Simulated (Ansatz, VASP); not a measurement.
One calculation of PtS2, two programs

```
Pt S
1.0
     3.58983    0.00000    0.00000
    -1.79491    3.10888    0.00000
     0.00000    0.00000    5.10511
Pt S
1 2
Direct
  0.00000 0.00000 0.00000
  0.66667 0.33333 0.77300
  0.33333 0.66667 0.22700
```

Change from the starting cell: volume scaled by 1.04.

Alike in both runs: task single point; functional PBEsol; k mesh 9 × 9 × 5; occupations fermi-dirac, width 0.05 eV; no spin polarisation.

|  | VASP | Ansatz |
| --- | --- | --- |
| version | VASP 6.6.1 | Ansatz 0.2.0 |
| potentials or method | VASP PAW PBE potentials, release 64 (Pt, S), cutoff 520 eV | all-electron LAPW, scalar-relativistic |

```csv
,VASP,Ansatz,Ansatz less VASP
gap on the k mesh at the Fermi level (eV),0.92,0.92,-0.004
least direct gap on the mesh (eV),0.96,0.96,-0.002
pressure (GPa),0.1,0.3,+0.28
"traceless stress, the component that is largest in VASP (GPa)",1.45,1.32,-0.133
rms of the force components (eV/Å),0.170,0.179,+0.0089
```

VASP's potentials were made for PBE, not for PBEsol. Atom by atom the forces differ by 0.009 eV/Å (rms over components). Ansatz ran all-electron here, and VASP with PAW potentials.

Neither program's run includes spin-orbit coupling.
